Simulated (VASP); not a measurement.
# Y2ScAu (P-3m1) in VASP: notebook

The runs below take Y2ScAu through single point, with PBE.

All numbers are computed with VASP 6.6.1; they aren't measurements. Logs are shortened: lines on timing, memory, paths and dates and some standing lists are left out, and cuts for length are marked.

## Step 1: The cell of the first run

It takes space group P-3m1 (No. 164, trigonal). The conventional cell has a = 3.687 Å, b = 3.687 Å, c = 6.695 Å, α = 90.00°, β = 90.00°, γ = 120.00°. Y (site symmetry 3m) has 3 Au at 2.65 Å and 3 Sc at 2.77 Å within 3.5 Å. Sc (site symmetry -3m) has 6 Y at 2.77 Å and 2 Au at 3.35 Å and 6 Sc at 3.69 Å within 3.7 Å. Au (site symmetry -3m) has 6 Y at 2.65 Å and 2 Sc at 3.35 Å within 3.5 Å.

## Step 2: Single point, PBE

Contents of INCAR:

```
SYSTEM = Y2ScAu
PREC = Accurate ; ENCUT = 520
EDIFF = 1E-6 ; ISMEAR = 0
SIGMA = 0.1 ; LREAL = .FALSE.
LASPH = .TRUE. ; NELM = 100
ALGO = Normal ; ISIF = 2
LWAVE = .FALSE. ; LCHARG = .FALSE.
GGA = PE ; NBANDS = 30
```

Contents of KPOINTS:

```
regular mesh
0
G
  6 6 4
  0 0 0
```

Contents of POSCAR:

```
Y2ScAu
1.0
    3.6871503053      0.0000000000      0.0000000000
   -1.8435751527      3.1931658320      0.0000000000
    0.0000000000      0.0000000000      6.6952888036
Y Sc Au
2 1 1
Direct
    0.3333333333      0.6666666667      0.2350000000
    0.6666666667      0.3333333333      0.7650000000
    0.0000000000      0.0000000000      0.5000000000
    0.0000000000      0.0000000000      0.0000000000
```

Potentials or basis: VASP PAW PBE potentials, release 64 (Y_sv, Sc_sv, Au).

Started as:

```sh
cat potpaw_PBE.64/Y_sv/POTCAR potpaw_PBE.64/Sc_sv/POTCAR potpaw_PBE.64/Au/POTCAR > POTCAR
mpirun -np 1 vasp_std > vasp.out
```

OUTCAR:

```text
SYSTEM = Y2ScAu
   PREC = Accurate
   ENCUT = 520
   EDIFF = 1E-6
   ISMEAR = 0
   LREAL = .FALSE.
   LASPH = .TRUE.
   NELM = 100
   ISIF = 2
   GGA = PE

 ion  position               nearest neighbor table
   1  0.333  0.667  0.235-   4 2.65   4 2.65   4 2.65   3 2.77   3 2.77   3 2.77   2 3.80   2 3.80
                             2 3.80   2 4.14   2 4.14   2 4.14
   2  0.667  0.333  0.765-   4 2.65   4 2.65   4 2.65   3 2.77   3 2.77   3 2.77   1 3.80   1 3.80
                             1 3.80   1 4.14   1 4.14   1 4.14
   3  0.000  0.000  0.500-   1 2.77   2 2.77   2 2.77   1 2.77   2 2.77   1 2.77   4 3.35   4 3.35

   4  0.000  0.000  0.000-   1 2.65   2 2.65   2 2.65   1 2.65   2 2.65   1 2.65   3 3.35   3 3.35

  LATTYP: Found a hexagonal cell.
 ALAT       =     3.6871503053
 C/A-ratio  =     1.8158437409

  Lattice vectors:

 A1 = (   3.6871503053,   0.0000000000,   0.0000000000)
 A2 = (  -1.8435751527,   3.1931658320,   0.0000000000)
 A3 = (   0.0000000000,   0.0000000000,   6.6952888036)

Analysis of symmetry for initial positions (statically):
=====================================================================
 Subroutine PRICEL returns:
 Original cell was already a primitive cell.

 Routine SETGRP: Setting up the symmetry group for a
 hexagonal supercell.

 Subroutine GETGRP returns: Found 12 space group operations
 (whereof 12 operations were pure point group operations)
 out of a pool of 24 trial point group operations.

The static configuration has the point symmetry D_3d.

Analysis of symmetry for dynamics (positions and initial velocities):
=====================================================================
 Subroutine PRICEL returns:
 Original cell was already a primitive cell.

 Routine SETGRP: Setting up the symmetry group for a
 hexagonal supercell.

 Subroutine GETGRP returns: Found 12 space group operations
 (whereof 12 operations were pure point group operations)
 out of a pool of 24 trial point group operations.

The dynamic configuration has the point symmetry D_3d.

 Subroutine INISYM returns: Found 12 space group operations
 (whereof 12 operations are pure point group operations),
 and found     1 'primitive' translations

----------------------------------------------------------------------------------------

                                     Primitive cell

  volume of cell :      78.8282

  direct lattice vectors                    reciprocal lattice vectors
     3.687150305  0.000000000  0.000000000     0.271212160  0.156584414  0.000000000
    -1.843575153  3.193165832  0.000000000     0.000000000  0.313168828  0.000000000
     0.000000000  0.000000000  6.695288804     0.000000000  0.000000000  0.149358755

  length of vectors
     3.687150305  3.687150305  6.695288804     0.313168828  0.313168828  0.149358755

  position of ions in fractional coordinates (direct lattice)
     0.333333333  0.666666667  0.235000000
     0.666666667  0.333333333  0.765000000
     0.000000000  0.000000000  0.500000000
     0.000000000  0.000000000  0.000000000

  ion indices of the primitive-cell ions
   primitive index   ion index
                 1           1
                 2           2
                 3           3
                 4           4

----------------------------------------------------------------------------------------

 KPOINTS: regular mesh

Automatic generation of k-mesh.
 Grid dimensions read from file:
 generate k-points for:    6    6    4

 Generating k-lattice:

  Cartesian coordinates                     Fractional coordinates (reciprocal lattice)
     0.045202027  0.026097402  0.000000000     0.166666667  0.000000000  0.000000000
     0.000000000  0.052194805  0.000000000     0.000000000  0.166666667  0.000000000
     0.000000000  0.000000000  0.037339689     0.000000000  0.000000000  0.250000000

  Length of vectors
     0.052194805  0.052194805  0.037339689

  Shift w.r.t. Gamma in fractional coordinates (k-lattice)
     0.000000000  0.000000000  0.000000000

 Subroutine IBZKPT returns following result:
 ===========================================

 Found     24 irreducible k-points:

 Following reciprocal coordinates:
            Coordinates               Weight
  0.000000  0.000000  0.000000      1.000000
  0.166667 -0.000000  0.000000      6.000000
  0.333333 -0.000000  0.000000      6.000000
  0.500000  0.000000  0.000000      3.000000
  0.166667  0.166667  0.000000      6.000000
  0.333333  0.166667  0.000000     12.000000
[... 16 lines left out ...]
  0.333333  0.166667  0.500000     12.000000
  0.333333  0.333333  0.500000      2.000000
   k-points           NKPTS =     24   k-points in BZ     NKDIM =     24   number of bands    NBANDS=     30
   number of dos      NEDOS =    301   number of ions     NIONS =      4
   total plane-waves  NPLWV =  39200
   dimension x,y,z NGX =    28 NGY =   28 NGZ =   50
   dimension x,y,z NGXF=    56 NGYF=   56 NGZF=  100
   ions per type =               2   1   1
   NGX,Y,Z   is equivalent  to a cutoff of  12.62, 12.62, 12.42 a.u.
   NGXF,Y,Z  is equivalent  to a cutoff of  25.25, 25.25, 24.83 a.u.
 SYSTEM =  Y2ScAu
   PREC   = accura    normal or accurate (medium, high low for compatibility)
   ISTART =      0    job   : 0-new  1-cont  2-samecut
   ICHARG =      2    charge: 1-file 2-atom 10-const
   ISPIN  =      1    spin polarized calculation?
   LNONCOLLINEAR =      F non collinear calculations
   LSORBIT =      F    spin-orbit coupling
   LASPH  =      T    aspherical Exc in radial PAW
   ENCUT  =  520.0 eV  38.22 Ry    6.18 a.u.   6.86  6.86 12.45*2*pi/ulx,y,z
   NELM   =    100;   NELMIN=  2; NELMDL= -5     # of ELM steps
   EDIFF  = 0.1E-05   stopping-criterion for ELM
   LREAL  =      F    real-space projection
   EDIFFG = 0.1E-04   stopping-criterion for IOM
   NSW    =      0    number of steps for IOM
   IBRION =     -1    ionic relax: 0-MD 1-quasi-New 2-CG
   NFREE  =      0    steps in history (QN), initial steepest desc. (CG)
   ISIF   =      2    stress and relaxation
   ISYM   =      2    0-nonsym 1-usesym 2-fastsym
   POTIM  = 0.5000    time-step for ionic-motion
   TEBEG  =    0.0;   TEEND  =   0.0 temperature during run
   PSTRESS=    0.0 pullay stress
   NELECT =      44.0000    total number of electrons
   NUPDOWN=      -1.0000    fix difference up-down
   EMIN   =  10.00;   EMAX   =-10.00  energy-range for DOS
   EFERMI =   0.00;   METHOD = LEGACY
   ISMEAR =     0;   SIGMA  =   0.10  broadening in eV -4-tet -1-fermi 0-gaus
   EFERMI_NEDOS =   21; number of points for ismear=-14 and -15
   IALGO  =     38    algorithm
   IMIX   =      4    mixing-type and parameters
     AMIX     =   0.40;   BMIX     =  1.00
     AMIX_MAG =   1.60;   BMIX_MAG =  1.00
  volume/ion in A,a.u.               =      19.71       132.99
  Fermi-wavevector in a.u.,A,eV,Ry     =   1.347923  2.547206 24.720387  1.816897
  Thomas-Fermi vector in A             =   2.475634
   LORBIT       =      0    0 simple, 1 ext, 2 COOP (PROOUT), +10 PAW based schemes
   GGA     = PE    functional components
   LHFCALC =     F    Hartree Fock is set to
   AEXX    =    0.0000 exact exchange contribution
   IVDW    =     0    specifies the selected vdW correction
   LEPSILON=     F    determine dielectric tensor
   LRPA    =     F    only Hartree local field effects (RPA)
 non-spin polarized calculation
 Gauss-broadening in eV      SIGMA  =   0.10
  energy-cutoff  :      520.00
  volume of cell :       78.83
 maximum number of plane-waves:      2148
   NGX = 13   NGY = 13   NGZ = 25

 number of electron      44.0000004 magnetization

 Free energy of the ion-electron system (eV)
  ---------------------------------------------------
  ext. energy  EPLUGINS =         0.00000000
  ---------------------------------------------------
  free energy    TOTEN  =       -19.76272917 eV

  energy without entropy =      -19.73882135  energy(sigma->0) =      -19.75077526

 E-fermi :   6.7425     XC(G=0): -11.4192

 val. band max:        6.7412633982   @ k =   0.0000   0.0000   0.2500
 cond. band min:       6.7610883959   @ k =   0.0000   0.1667   0.2500
 fundamental gap:      0.0198249977
 Fermi energy:         6.7424882613

 k-point     1 :       0.0000    0.0000    0.0000
  band No.  band energies     occupation
      1     -42.5230      2.00000
      2     -35.5024      2.00000
      3     -35.4867      2.00000
      4     -21.4271      2.00000
      5     -21.1908      2.00000
      6     -21.1908      2.00000
[... 22 lines left out ...]
     29      10.1980      0.00000
     30      11.2674      0.00000

 k-point     2 :       0.1667   -0.0000    0.0000
  band No.  band energies     occupation
      1     -42.5193      2.00000
      2     -35.4938      2.00000
      3     -35.4801      2.00000
      4     -21.4333      2.00000
      5     -21.2244      2.00000
      6     -21.2010      2.00000
[... 22 lines left out ...]
     29       9.9678      0.00000
     30      10.9796      0.00000

 k-point     3 :       0.3333   -0.0000    0.0000
  band No.  band energies     occupation
      1     -42.5118      2.00000
      2     -35.4761      2.00000
      3     -35.4675      2.00000
      4     -21.4462      2.00000
      5     -21.2895      2.00000
      6     -21.2212      2.00000
[... 22 lines left out ...]
     29      10.0677      0.00000
     30      10.4602      0.00000

 k-point     4 :       0.5000    0.0000    0.0000
  band No.  band energies     occupation
      1     -42.5080      2.00000
      2     -35.4664      2.00000
      3     -35.4620      2.00000
      4     -21.4531      2.00000
      5     -21.3209      2.00000
      6     -21.2312      2.00000
[... 22 lines left out ...]
     29      10.0123      0.00000
     30      11.0052      0.00000

 k-point     5 :       0.1667    0.1667    0.0000
  band No.  band energies     occupation
      1     -42.5136      2.00000
      2     -35.4807      2.00000
      3     -35.4705      2.00000
      4     -21.4425      2.00000
      5     -21.2681      2.00000
      6     -21.2220      2.00000
[... 22 lines left out ...]
     29       9.6778      0.00000
     30      10.8032      0.00000
[... 526 lines left out ...]
     29       9.8253      0.00000
     30      10.2167      0.00000

 k-point    22 :       0.1667    0.1667    0.5000
  band No.  band energies     occupation
      1     -42.5136      2.00000
      2     -35.4826      2.00000
      3     -35.4687      2.00000
      4     -21.4431      2.00000
      5     -21.2674      2.00000
      6     -21.2222      2.00000
[... 22 lines left out ...]
     29       9.9441      0.00000
     30      10.5303      0.00000

 k-point    23 :       0.3333    0.1667    0.5000
  band No.  band energies     occupation
      1     -42.5080      2.00000
      2     -35.4663      2.00000
      3     -35.4622      2.00000
      4     -21.4532      2.00000
      5     -21.3068      2.00000
      6     -21.2473      2.00000
[... 22 lines left out ...]
     29       9.9253      0.00000
     30      10.6185      0.00000

 k-point    24 :       0.3333    0.3333    0.5000
  band No.  band energies     occupation
      1     -42.5061      2.00000
      2     -35.4604      2.00000
      3     -35.4604      2.00000
      4     -21.4556      2.00000
      5     -21.2885      2.00000
      6     -21.2885      2.00000
[... 22 lines left out ...]
     29       9.8454      0.00000
     30      10.4793      0.00000

------------------------ aborting loop because EDIFF is reached ----------------------------------------

  FORCE on cell =-STRESS in cart. coord.  units (eV):
  Direction    XX          YY          ZZ          XY          YZ          ZX
  --------------------------------------------------------------------------------------
  -------------------------------------------------------------------------------------
  Total       18.0668060     18.0668060     17.5261356     -0.0000000     -0.0000000      0.0000000
  in kB      367.2064770    367.2064771    356.2173925     -0.0000000     -0.0000000      0.0000000
  external PRESSURE =     363.5434489 kB  Pullay stress =       0.0000000 kB

 VOLUME and BASIS-vectors are now :
 -----------------------------------------------------------------------------
  energy-cutoff  :      520.00
  volume of cell :       78.83
      direct lattice vectors                 reciprocal lattice vectors
     3.687150305  0.000000000  0.000000000     0.271212160  0.156584414  0.000000000
    -1.843575153  3.193165832  0.000000000     0.000000000  0.313168828  0.000000000
     0.000000000  0.000000000  6.695288804     0.000000000  0.000000000  0.149358755

 POSITION                                       TOTAL-FORCE (eV/Angst)
 -----------------------------------------------------------------------------------
     -0.00000      2.12878      1.57339         0.000000      0.000000      0.685174
      1.84358      1.06439      5.12190        -0.000000     -0.000000     -0.685174
      0.00000      0.00000      3.34764        -0.000000      0.000000      0.000000
      0.00000      0.00000      0.00000        -0.000000      0.000000      0.000000
 -----------------------------------------------------------------------------------
    total drift:                                0.000000     -0.000000     -0.000000

  FREE ENERGIE OF THE ION-ELECTRON SYSTEM (eV)
  ---------------------------------------------------
  free  energy   TOTEN  =       -19.7627291673 eV

  energy  without entropy=      -19.7388213546  energy(sigma->0) =      -19.75077526
```

Run time: 83 s. Hardware: 1 thread of Intel Xeon Platinum 8488C (Sapphire Rapids), shared host; peak memory 0.24 GiB.

What came out:

| Quantity | Value |
| --- | --- |
| Free energy | -19.7627 eV |
| Pressure | 36.4 GPa |
| Largest force | 0.685 eV/Å |
| Band gap on the k mesh | zero (bands 22 and 23 overlap by 0.81 eV) |

Forces on the atoms (eV/Å):
```
Y    0.000  0.000  0.685
Y    0.000  0.000 -0.685
Sc   0.000  0.000  0.000
Au   0.000  0.000  0.000
```

Caveat: the cell stands under pressure; spin-orbit coupling is left out, which moves the levels of the heavy elements.

## Step 3: Single point, PBE

This run uses another cell than the first one, of 28.01 Å³/atom.

Contents of INCAR:

```
PREC = Accurate
ENCUT = 520
EDIFF = 1E-7
ISMEAR = 0
SIGMA = 0.1
LREAL = F
LASPH = T
NELM = 80
ALGO = Fast
ISIF = 2
LWAVE = F
LCHARG = F
GGA = PE
NBANDS = 30
```

Contents of KPOINTS:

```
regular mesh
0
Gamma
  6 6 4
```

Contents of POSCAR:

```
Y2ScAu
1.0
    3.6789225767      0.0000000000      0.0000000000
   -1.8394612884      3.1860404100      0.0000000000
    0.0000000000      0.0000000000      9.5593672036
Y Sc Au
2 1 1
Direct
    0.3333333333      0.6666666667      0.2166531793
    0.6666666667      0.3333333333      0.7833468207
    0.0000000000      0.0000000000      0.5000000000
    0.0000000000      0.0000000000      0.0000000000
```

Potentials or basis: VASP PAW PBE potentials, release 64 (Y_sv, Sc_sv, Au).

Started as:

```sh
cat potpaw_PBE.64/Y_sv/POTCAR potpaw_PBE.64/Sc_sv/POTCAR potpaw_PBE.64/Au/POTCAR > POTCAR
mpirun -np 1 vasp_std > vasp.out
```

Wall time 5.8 min (1 thread of Intel Xeon Platinum 8488C (Sapphire Rapids), shared host); peak memory 0.3 GiB.

Results (log left out):

```yaml
Free_energy: -23.2858 eV
Pressure: 0.2 GPa
Band_gap_on_the_k_mesh: zero (bands 22 and 23 overlap by 1.51 eV)
```

Forces in eV/Å, atoms in the order of the input:
```
Y    0.000  0.000  0.002
Y    0.000  0.000 -0.002
Sc   0.000  0.000  0.000
Au   0.000  0.000  0.000
```

Levels at points of the mesh, in eV from the Fermi level:
| k point | band 18 | band 19 | band 20 | band 21 | band 22 | band 23 | band 24 | band 25 |
| --- | --- | --- | --- | --- | --- | --- | --- | --- |
| (0.00, 0.00, 0.00) | -4.53 | -3.39 | -3.37 | -0.47 | 0.86 | 1.29 | 1.29 | 1.54 |
| (0.50, 0.00, 0.00) | -2.66 | -1.97 | -1.34 | -0.77 | -0.44 | -0.16 | -0.14 | 1.36 |
| (0.00, 0.00, 0.50) | -4.53 | -4.33 | -2.07 | -1.01 | 1.18 | 1.18 | 1.28 | 1.33 |
| (0.50, 0.00, 0.50) | -2.65 | -2.15 | -1.30 | -0.55 | -0.42 | -0.27 | 0.11 | 1.12 |

Caveat: spin-orbit coupling is left out, which moves the levels of the heavy elements.

(Part 1 of 2 ends here.)
